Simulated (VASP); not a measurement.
Write the native input for VASP 6.6.1 that does the following.

```yaml
Task: single point
Functional: PBE
Potentials_or_basis: VASP PAW PBE potentials, release 64 (Ge_d)
Cutoff: 520 eV
k_mesh: 7 × 7 × 7
Occupations: fermi-dirac, width 0.05 eV
Spin: no spin polarisation
Dipole_correction: no
Further_INCAR_settings: ALGO = Normal; EDIFF = 1e-06; NBANDS = 21
```

The structure of Ge lies in POSCAR:

```
Ge
1.0
    0.0000000000      2.8289100000      2.8854882000
    2.8289100000      0.0000000000      2.8854882000
    2.8289100000      2.8289100000      0.0000000000
Ge
2
Direct
    0.7500000000      0.7500000000      0.7500000000
    0.5000000000      0.5000000000      0.5000000000
```

These files were run (other wordings do the same):

INCAR

```
SYSTEM = Ge
PREC = Accurate
ENCUT = 520
EDIFF = 1E-6
ISMEAR = -1
SIGMA = 0.05
LREAL = .FALSE.
LASPH = .TRUE.
NELM = 80
ALGO = Normal
ISIF = 2
LWAVE = .FALSE.
LCHARG = .FALSE.
GGA = PE
NBANDS = 21
```

KPOINTS

```
Automatic mesh
0
G
  7 7 7
  0 0 0
```

Potentials or basis: VASP PAW PBE potentials, release 64 (Ge_d).

Command:

```console
$ cat potpaw_PBE.64/Ge_d/POTCAR > POTCAR
$ mpirun -np 1 vasp_std > vasp.out
```

It gave:

```json
{
  "Pressure": "2.2 GPa",
  "Band gap on the k mesh": "zero (filled and empty bands touch)"
}
```

Run time: 21 s on 1 thread of Intel(R) Xeon(R) 6975P-C (Granite Rapids), on a shared host, peak memory 0.17 GiB.
